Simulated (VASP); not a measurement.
# HfC (P6_3/mmc) in VASP: further runs

Runs on HfC. Level: r2SCAN. Tasks: single point.

Everything below comes from runs of VASP 6.6.1. Logs are shortened: lines on timing, memory, paths and dates and some standing lists are left out, and cuts for length are marked.

### 1 The cell of the first run

Symmetry: P6_3/mmc, No. 194, hexagonal system. Conventional cell: a = 3.315 Å, b = 3.315 Å, c = 5.203 Å, α = 90.00°, β = 90.00°, γ = 120.00°. Within 3.1 Å of Hf (site symmetry -6m2) lie 6 C at 2.31 Å. C (site symmetry -3m) has 6 Hf at 2.31 Å and 2 C at 2.60 Å within 3.1 Å.

### 2 Single point, r2SCAN

POSCAR reads:

```
HfC
1.0
    3.3148256925      0.0000000000      0.0000000000
   -1.6574128463      2.8707232589      0.0000000000
    0.0000000000      0.0000000000      5.2027140000
Hf C
2 2
Direct
    0.6666666699      0.3333333301      0.7500000000
    0.3333333301      0.6666666699      0.2500000000
    0.0000000000      0.0000000000      0.0000000000
    0.0000000000      0.0000000000      0.5000000000
```

INCAR.step1 reads:

```
PREC = Accurate
ENCUT = 520
ISMEAR = 1
SIGMA = 0.15
LREAL = F
LASPH = T
NELM = 100
NBANDS = 22
GGA = PE
ALGO = Normal
EDIFF = 1E-4
LWAVE = T
LCHARG = F
```

INCAR.step2 reads:

```
PREC = Accurate
ENCUT = 520
EDIFF = 1E-6
ISMEAR = 1
SIGMA = 0.15
LREAL = F
LASPH = T
NELM = 100
ALGO = Normal
ISIF = 2
LWAVE = F
LCHARG = F
METAGGA = R2SCAN
LMIXTAU = T
NBANDS = 22
ISTART = 1
```

KPOINTS reads:

```
regular mesh
0
Gamma
  9 9 5
```

Potentials or basis: VASP PAW PBE potentials, release 64 (Hf_pv, C).

Run with:

```console
$ cat potpaw_PBE.64/Hf_pv/POTCAR potpaw_PBE.64/C/POTCAR > POTCAR
$ cp INCAR.step1 INCAR
$ mpirun -np 1 vasp_std > vasp.out
$ cp INCAR.step2 INCAR
$ mpirun -np 1 vasp_std > vasp.out
```

OUTCAR:

```text
PREC = Accurate
   ENCUT = 520
   EDIFF = 1E-6
   ISMEAR = 1
   LREAL = F
   LASPH = T
   NELM = 100
   ISIF = 2
   METAGGA = R2SCAN
   ISTART = 1

 ion  position               nearest neighbor table
   1  0.667  0.333  0.750-   3 2.31   4 2.31   3 2.31   4 2.31   3 2.31   4 2.31   2 3.23   2 3.23
                             2 3.23   2 3.23   2 3.23   2 3.23
   2  0.333  0.667  0.250-   3 2.31   4 2.31   3 2.31   4 2.31   3 2.31   4 2.31   1 3.23   1 3.23
                             1 3.23   1 3.23   1 3.23   1 3.23
   3  0.000  0.000  0.000-   1 2.31   2 2.31   1 2.31   2 2.31   1 2.31   2 2.31
   4  0.000  0.000  0.500-   1 2.31   2 2.31   1 2.31   2 2.31   1 2.31   2 2.31

  LATTYP: Found a hexagonal cell.
 ALAT       =     3.3148256925
 C/A-ratio  =     1.5695286819

  Lattice vectors:

 A1 = (   3.3148256925,   0.0000000000,   0.0000000000)
 A2 = (  -1.6574128463,   2.8707232589,   0.0000000000)
 A3 = (   0.0000000000,   0.0000000000,   5.2027140000)

Analysis of symmetry for initial positions (statically):
=====================================================================
 Subroutine PRICEL returns:
 Original cell was already a primitive cell.

 Routine SETGRP: Setting up the symmetry group for a
 hexagonal supercell.

 Subroutine GETGRP returns: Found 24 space group operations
 (whereof 12 operations were pure point group operations)
 out of a pool of 24 trial point group operations.

The static configuration has the point symmetry D_3d.
 The point group associated with its full space group is D_6h.

Analysis of symmetry for dynamics (positions and initial velocities):
=====================================================================
 Subroutine PRICEL returns:
 Original cell was already a primitive cell.

 Routine SETGRP: Setting up the symmetry group for a
 hexagonal supercell.

 Subroutine GETGRP returns: Found 24 space group operations
 (whereof 12 operations were pure point group operations)
 out of a pool of 24 trial point group operations.

The dynamic configuration has the point symmetry D_3d.
 The point group associated with its full space group is D_6h.

 Subroutine INISYM returns: Found 24 space group operations
 (whereof 12 operations are pure point group operations),
 and found     1 'primitive' translations

----------------------------------------------------------------------------------------

                                     Primitive cell

  volume of cell :      49.5088

  direct lattice vectors                    reciprocal lattice vectors
     3.314825692  0.000000000  0.000000000     0.301674988  0.174172135  0.000000000
    -1.657412846  2.870723259  0.000000000     0.000000000  0.348344271  0.000000000
     0.000000000  0.000000000  5.202714000     0.000000000  0.000000000  0.192207375

  length of vectors
     3.314825692  3.314825693  5.202714000     0.348344271  0.348344271  0.192207375

  position of ions in fractional coordinates (direct lattice)
     0.666666670  0.333333330  0.750000000
     0.333333330  0.666666670  0.250000000
     0.000000000  0.000000000  0.000000000
     0.000000000  0.000000000  0.500000000

  ion indices of the primitive-cell ions
   primitive index   ion index
                 1           1
                 2           2
                 3           3
                 4           4

----------------------------------------------------------------------------------------

 KPOINTS: regular mesh

Automatic generation of k-mesh.
 Grid dimensions read from file:
 generate k-points for:    9    9    5

 Generating k-lattice:

  Cartesian coordinates                     Fractional coordinates (reciprocal lattice)
     0.033519443  0.019352459  0.000000000     0.111111111  0.000000000  0.000000000
     0.000000000  0.038704919  0.000000000     0.000000000  0.111111111  0.000000000
     0.000000000  0.000000000  0.038441475     0.000000000  0.000000000  0.200000000

  Length of vectors
     0.038704919  0.038704919  0.038441475

  Shift w.r.t. Gamma in fractional coordinates (k-lattice)
     0.000000000  0.000000000  0.000000000

 Subroutine IBZKPT returns following result:
 ===========================================

 Found     36 irreducible k-points:

 Following reciprocal coordinates:
            Coordinates               Weight
  0.000000  0.000000  0.000000      1.000000
  0.111111 -0.000000  0.000000      6.000000
  0.222222 -0.000000  0.000000      6.000000
  0.333333 -0.000000  0.000000      6.000000
  0.444444 -0.000000  0.000000      6.000000
  0.111111  0.111111  0.000000      6.000000
[... 16 lines left out ...]
  0.333333  0.222222  0.200000     24.000000
  0.333333  0.333333  0.200000      4.000000
 [... further k-points ...]
   k-points           NKPTS =     36   k-points in BZ     NKDIM =     36   number of bands    NBANDS=     22
   number of dos      NEDOS =    301   number of ions     NIONS =      4
   total plane-waves  NPLWV =  31360
   dimension x,y,z NGX =    28 NGY =   28 NGZ =   40
   dimension x,y,z NGXF=    56 NGYF=   56 NGZF=   80
   ions per type =               2   2
   NGX,Y,Z   is equivalent  to a cutoff of  14.04, 14.04, 12.78 a.u.
   NGXF,Y,Z  is equivalent  to a cutoff of  28.09, 28.09, 25.56 a.u.
 SYSTEM =  unknown system
   PREC   = accura    normal or accurate (medium, high low for compatibility)
   ISTART =      1    job   : 0-new  1-cont  2-samecut
   ICHARG =      0    charge: 1-file 2-atom 10-const
   ISPIN  =      1    spin polarized calculation?
   LNONCOLLINEAR =      F non collinear calculations
   LSORBIT =      F    spin-orbit coupling
   LASPH  =      T    aspherical Exc in radial PAW
   ENCUT  =  520.0 eV  38.22 Ry    6.18 a.u.   6.16  6.16  9.67*2*pi/ulx,y,z
   NELM   =    100;   NELMIN=  2; NELMDL=  0     # of ELM steps
   EDIFF  = 0.1E-05   stopping-criterion for ELM
   LREAL  =      F    real-space projection
   EDIFFG = 0.1E-04   stopping-criterion for IOM
   NSW    =      0    number of steps for IOM
   IBRION =     -1    ionic relax: 0-MD 1-quasi-New 2-CG
   NFREE  =      0    steps in history (QN), initial steepest desc. (CG)
   ISIF   =      2    stress and relaxation
   ISYM   =      2    0-nonsym 1-usesym 2-fastsym
   POTIM  = 0.5000    time-step for ionic-motion
   TEBEG  =    0.0;   TEEND  =   0.0 temperature during run
   PSTRESS=    0.0 pullay stress
   NELECT =      28.0000    total number of electrons
   NUPDOWN=      -1.0000    fix difference up-down
   EMIN   =  10.00;   EMAX   =-10.00  energy-range for DOS
   EFERMI =   0.00;   METHOD = LEGACY
   ISMEAR =     1;   SIGMA  =   0.15  broadening in eV -4-tet -1-fermi 0-gaus
   EFERMI_NEDOS =   21; number of points for ismear=-14 and -15
   IALGO  =     38    algorithm
   IMIX   =      4    mixing-type and parameters
     AMIX     =   0.40;   BMIX     =  1.00
     AMIX_MAG =   1.60;   BMIX_MAG =  1.00
  volume/ion in A,a.u.               =      12.38        83.53
  Fermi-wavevector in a.u.,A,eV,Ry     =   1.353838  2.558384 24.937827  1.832879
  Thomas-Fermi vector in A             =   2.481060
   LORBIT       =      0    0 simple, 1 ext, 2 COOP (PROOUT), +10 PAW based schemes
   METAGGA = R2SCAN    functional components
   LHFCALC =     F    Hartree Fock is set to
   AEXX    =    0.0000 exact exchange contribution
   IVDW    =     0    specifies the selected vdW correction
   LEPSILON=     F    determine dielectric tensor
   LRPA    =     F    only Hartree local field effects (RPA)
 non-spin polarized calculation
 Methfessel and Paxton  Order N= 1 SIGMA  =   0.15
  energy-cutoff  :      520.00
  volume of cell :       49.51
 maximum number of plane-waves:      1351
 NGX is ok and might be reduce to    28
   NGX = 13   NGY = 13   NGZ = 19

 number of electron      28.0000000 magnetization

 Free energy of the ion-electron system (eV)
  ---------------------------------------------------
  ext. energy  EPLUGINS =         0.00000000
  ---------------------------------------------------
  free energy    TOTEN  =      -113.72942292 eV

  energy without entropy =     -113.73052137  energy(sigma->0) =     -113.72978907

 E-fermi :   6.4648     XC(G=0): -13.2263

 val. band max:        6.4202579070   @ k =   0.0000   0.0000   0.2000
 cond. band min:       6.6701743653   @ k =   0.1111   0.1111   0.2000
 fundamental gap:      0.2499164583
 Fermi energy:         6.4647764431

 k-point     1 :       0.0000    0.0000    0.0000
  band No.  band energies     occupation
      1     -25.2839      2.00000
      2     -24.6626      2.00000
      3     -24.6626      2.00000
      4     -24.5751      2.00000
      5     -24.5751      2.00000
      6     -24.4963      2.00000
[... 14 lines left out ...]
     21      10.9659      0.00000
     22      15.1973      0.00000

 k-point     2 :       0.1111   -0.0000    0.0000
  band No.  band energies     occupation
      1     -25.2523      2.00000
      2     -24.7267      2.00000
      3     -24.6867      2.00000
      4     -24.6340      2.00000
      5     -24.5775      2.00000
      6     -24.5071      2.00000
[... 14 lines left out ...]
     21      11.6728      0.00000
     22      14.6116      0.00000

 k-point     3 :       0.2222   -0.0000    0.0000
  band No.  band energies     occupation
      1     -25.1658      2.00000
      2     -24.8908      2.00000
      3     -24.7742      2.00000
      4     -24.7409      2.00000
      5     -24.5902      2.00000
      6     -24.5408      2.00000
[... 14 lines left out ...]
     21      13.3806      0.00000
     22      13.4719      0.00000
[... 476 lines left out ...]
 k-point    23 :       0.3333    0.2222    0.2000
  band No.  band energies     occupation
      1     -25.1559      2.00000
      2     -25.0506      2.00000
      3     -24.9454      2.00000
      4     -24.8142      2.00000
      5     -24.7598      2.00000
      6     -24.6522      2.00000
[... 14 lines left out ...]
     21      13.9381      0.00000
     22      14.4701      0.00000

 k-point    24 :       0.3333    0.3333    0.2000
  band No.  band energies     occupation
      1     -25.1237      2.00000
      2     -25.0124      2.00000
      3     -25.0124      2.00000
      4     -24.8781      2.00000
      5     -24.7067      2.00000
      6     -24.7067      2.00000
[... 14 lines left out ...]
     21      14.8828      0.00000
     22      14.8828      0.00000

 [... further k-points ...]
[... 5 lines left out ...]
  --------------------------------------------------------------------------------------
  -------------------------------------------------------------------------------------
  Total       -0.3279512     -0.3279512      0.9712896      0.0000000      0.0000000     -0.0000000
  in kB      -10.6129920    -10.6129920     31.4323851      0.0000000      0.0000000     -0.0000000
  external PRESSURE =       3.4021337 kB  Pullay stress =       0.0000000 kB

 VOLUME and BASIS-vectors are now :
 -----------------------------------------------------------------------------
  energy-cutoff  :      520.00
  volume of cell :       49.51
      direct lattice vectors                 reciprocal lattice vectors
     3.314825692  0.000000000  0.000000000     0.301674988  0.174172135  0.000000000
    -1.657412846  2.870723259  0.000000000     0.000000000  0.348344271  0.000000000
     0.000000000  0.000000000  5.202714000     0.000000000  0.000000000  0.192207375

 POSITION                                       TOTAL-FORCE (eV/Angst)
 -----------------------------------------------------------------------------------
      1.65741      0.95691      3.90204        -0.000000      0.000000      0.000000
     -0.00000      1.91382      1.30068         0.000000     -0.000000      0.000000
      0.00000      0.00000      0.00000         0.000000     -0.000000      0.000000
      0.00000      0.00000      2.60136         0.000000     -0.000000      0.000000
 -----------------------------------------------------------------------------------
    total drift:                               -0.000003      0.000002     -0.000000

  FREE ENERGIE OF THE ION-ELECTRON SYSTEM (eV)
  ---------------------------------------------------
  free  energy   TOTEN  =      -113.7294229223 eV

  energy  without entropy=     -113.7305213704  energy(sigma->0) =     -113.72978907
```

It took 2.6 min on 1 thread of Intel Xeon Platinum 8259CL at 2.50GHz (Skylake/Cascade Lake), shared host; peak memory 0.2 GiB.

Results:

```yaml
Free_energy: -113.7294 eV
Pressure: 0.3 GPa
Band_gap_on_the_k_mesh: zero (band 14 reaches 7.77 eV, above the bottom of band 15 at 6.40 eV)
```

Caveat: the PAW data sets were made with another functional, which shifts forces and pressure a little; spin-orbit coupling is left out, which moves the levels of the heavy elements.

### 3 Single point, r2SCAN

This run uses another cell than the first one, of 12.59 Å³/atom, 1.017 times its volume.

POSCAR reads:

```
HfC
1.0
    3.3428660000      0.0000000000      0.0000000000
   -1.6714330000      2.8950070000      0.0000000000
    0.0000000000      0.0000000000      5.2027140000
Hf C
2 2
Direct
    0.6666666667      0.3333333333      0.7500000000
    0.3333333333      0.6666666667      0.2500000000
    0.0000000000      0.0000000000      0.0000000000
    0.0000000000      0.0000000000      0.5000000000
```

Changes to INCAR.step1 since step 2:

```diff
@@ -6,3 +6,3 @@
 LASPH = T
-NELM = 100
+NELM = 80
 NBANDS = 22
```

INCAR.step2 reads:

```
PREC = Accurate
ENCUT = 520
EDIFF = 1E-6
ISMEAR = 1
SIGMA = 0.15
LREAL = F
LASPH = T
NELM = 80
ALGO = Normal
ISIF = 2
LWAVE = F
LCHARG = T
METAGGA = R2SCAN
LMIXTAU = T
LELF = T
LVHAR = T
NBANDS = 22
ISTART = 1
```

KPOINTS is that of step 2.

Potentials or basis: VASP PAW PBE potentials, release 64 (Hf_pv, C).

Run with:

```console
$ cat potpaw_PBE.64/Hf_pv/POTCAR potpaw_PBE.64/C/POTCAR > POTCAR
$ cp INCAR.step1 INCAR
$ mpirun -np 1 vasp_std > vasp.out
$ cp INCAR.step2 INCAR
$ mpirun -np 1 vasp_std > vasp.out
```

OUTCAR:

```text
PREC = Accurate
   ENCUT = 520
   EDIFF = 1E-6
   ISMEAR = 1
   LREAL = F
   LASPH = T
   NELM = 80
   ISIF = 2
   METAGGA = R2SCAN
   ISTART = 1

 ion  position               nearest neighbor table
   1  0.667  0.333  0.750-   3 2.33   4 2.33   3 2.33   4 2.33   3 2.33   4 2.33   2 3.24   2 3.24
                             2 3.24   2 3.24   2 3.24   2 3.24
   2  0.333  0.667  0.250-   3 2.33   4 2.33   3 2.33   4 2.33   3 2.33   4 2.33   1 3.24   1 3.24
                             1 3.24   1 3.24   1 3.24   1 3.24
   3  0.000  0.000  0.000-   1 2.33   2 2.33   1 2.33   2 2.33   1 2.33   2 2.33
   4  0.000  0.000  0.500-   1 2.33   2 2.33   1 2.33   2 2.33   1 2.33   2 2.33

  LATTYP: Found a hexagonal cell.
 ALAT       =     3.3428660000
 C/A-ratio  =     1.5563633122

  Lattice vectors:

 A1 = (   3.3428660000,   0.0000000000,   0.0000000000)
 A2 = (  -1.6714330000,   2.8950070000,   0.0000000000)
 A3 = (   0.0000000000,   0.0000000000,   5.2027140000)

Analysis of symmetry for initial positions (statically):
=====================================================================
 Subroutine PRICEL returns:
 Original cell was already a primitive cell.

 Routine SETGRP: Setting up the symmetry group for a
 hexagonal supercell.

 Subroutine GETGRP returns: Found 24 space group operations
 (whereof 12 operations were pure point group operations)
 out of a pool of 24 trial point group operations.

The static configuration has the point symmetry D_3d.
 The point group associated with its full space group is D_6h.

Analysis of symmetry for dynamics (positions and initial velocities):
=====================================================================
 Subroutine PRICEL returns:
 Original cell was already a primitive cell.

 Routine SETGRP: Setting up the symmetry group for a
 hexagonal supercell.

 Subroutine GETGRP returns: Found 24 space group operations
 (whereof 12 operations were pure point group operations)
 out of a pool of 24 trial point group operations.
[... 120 lines left out ...]
   EFERMI =   0.00;   METHOD = LEGACY
   ISMEAR =     1;   SIGMA  =   0.15  broadening in eV -4-tet -1-fermi 0-gaus
   EFERMI_NEDOS =   21; number of points for ismear=-14 and -15
   IALGO  =     38    algorithm
   IMIX   =      4    mixing-type and parameters
     AMIX     =   0.40;   BMIX     =  1.00
     AMIX_MAG =   1.60;   BMIX_MAG =  1.00
  volume/ion in A,a.u.               =      12.59        84.94
  Fermi-wavevector in a.u.,A,eV,Ry     =   1.346257  2.544057 24.659309  1.812408
  Thomas-Fermi vector in A             =   2.474104
   LORBIT       =      0    0 simple, 1 ext, 2 COOP (PROOUT), +10 PAW based schemes
   METAGGA = R2SCAN    functional components
   LHFCALC =     F    Hartree Fock is set to
   AEXX    =    0.0000 exact exchange contribution
   IVDW    =     0    specifies the selected vdW correction
   LEPSILON=     F    determine dielectric tensor
   LRPA    =     F    only Hartree local field effects (RPA)
 non-spin polarized calculation
 Methfessel and Paxton  Order N= 1 SIGMA  =   0.15
  energy-cutoff  :      520.00
  volume of cell :       50.35
 maximum number of plane-waves:      1375
 NGX is ok and might be reduce to    28
   NGX = 13   NGY = 13   NGZ = 19

 number of electron      28.0000002 magnetization

 Free energy of the ion-electron system (eV)
  ---------------------------------------------------
  ext. energy  EPLUGINS =         0.00000000
  ---------------------------------------------------
  free energy    TOTEN  =      -113.71155550 eV

  energy without entropy =     -113.71302087  energy(sigma->0) =     -113.71204396

 E-fermi :   6.3980     XC(G=0): -13.1357

 val. band max:        6.3752719663   @ k =   0.0000   0.0000   0.2000
 cond. band min:       6.5486097725   @ k =   0.1111   0.1111   0.2000
 fundamental gap:      0.1733378062
 Fermi energy:         6.3980320368

 k-point     1 :       0.0000    0.0000    0.0000
  band No.  band energies     occupation
      1     -25.4521      2.00000
      2     -24.8696      2.00000
      3     -24.8696      2.00000
      4     -24.7826      2.00000
      5     -24.7826      2.00000
      6     -24.7017      2.00000
[... 589 lines left out ...]
     21      14.6293      0.00000
     22      14.6293      0.00000

 [... further k-points ...]
[... 5 lines left out ...]
  --------------------------------------------------------------------------------------
  -------------------------------------------------------------------------------------
  Total       -1.8343542     -1.8343544      0.0576498      0.0000000      0.0000000      0.0000000
  in kB      -58.3707462    -58.3707512      1.8344663      0.0000000      0.0000000      0.0000000
  external PRESSURE =     -38.3023437 kB  Pullay stress =       0.0000000 kB

 VOLUME and BASIS-vectors are now :
 -----------------------------------------------------------------------------
  energy-cutoff  :      520.00
  volume of cell :       50.35
      direct lattice vectors                 reciprocal lattice vectors
     3.342866000  0.000000000  0.000000000     0.299144507  0.172711154  0.000000000
    -1.671433000  2.895007000  0.000000000     0.000000000  0.345422308  0.000000000
     0.000000000  0.000000000  5.202714000     0.000000000  0.000000000  0.192207375

 POSITION                                       TOTAL-FORCE (eV/Angst)
 -----------------------------------------------------------------------------------
      1.67143      0.96500      3.90204        -0.000000     -0.000000     -0.000000
     -0.00000      1.93000      1.30068         0.000000      0.000000      0.000000
      0.00000      0.00000      0.00000        -0.000000      0.000000      0.000000
      0.00000      0.00000      2.60136        -0.000000      0.000000      0.000000
 -----------------------------------------------------------------------------------
    total drift:                               -0.000000      0.000000     -0.000000

  FREE ENERGIE OF THE ION-ELECTRON SYSTEM (eV)
  ---------------------------------------------------
  free  energy   TOTEN  =      -113.7115555036 eV

  energy  without entropy=     -113.7130208749  energy(sigma->0) =     -113.71204396
```

Run time: 2.8 min. Hardware: 1 thread of Intel Xeon Platinum 8259CL at 2.50GHz (Skylake/Cascade Lake), shared host; peak memory 0.2 GiB.

What came out:

- Free energy: -113.7116 eV
- Pressure: -3.8 GPa
- Band gap on the k mesh: zero (band 14 reaches 7.66 eV, above the bottom of band 15 at 6.35 eV)

Caveat: the PAW data sets were made with another functional, which shifts forces and pressure a little; spin-orbit coupling is left out, which moves the levels of the heavy elements.
